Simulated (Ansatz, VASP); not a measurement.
## SrTiO3: VASP beside Ansatz

```
CELL_PARAMETERS angstrom
3.90500 0.00000 0.00000
0.00000 3.90500 0.00000
0.00000 0.00000 3.82690
ATOMIC_POSITIONS crystal
Sr 0.00000 0.00000 0.00000
Ti 0.50000 0.50000 0.50000
O 0.00000 0.50000 0.50000
O 0.50000 0.00000 0.50000
O 0.50000 0.50000 0.00000
```

Change from the starting cell: zz strain of -2 %.

Alike in both runs: task single point; functional PBEsol; k mesh 7 × 7 × 7; occupations fermi-dirac, width 0.05 eV; no spin polarisation.

|  | VASP | Ansatz |
| --- | --- | --- |
| version | VASP 6.6.1 | Ansatz 0.2.0 |
| potentials or method | VASP PAW PBE potentials, release 64 (Sr_sv, Ti_sv, O), cutoff 520 eV | all-electron LAPW, scalar-relativistic |

Ansatz gave:

```
gap on the k mesh at the Fermi level (eV)                     : 1.91
pressure (GPa)                                                : 1.9
traceless stress, the component that is largest in VASP (GPa) : 3.56
```

Problem. Estimate VASP's values.

Solution. gap on the k mesh at the Fermi level (eV): 1.88; pressure (GPa): 2.6; traceless stress, the component that is largest in VASP (GPa): 3.62.

VASP's potentials were made for PBE, not for PBEsol. Ansatz ran all-electron here, and VASP with PAW potentials.
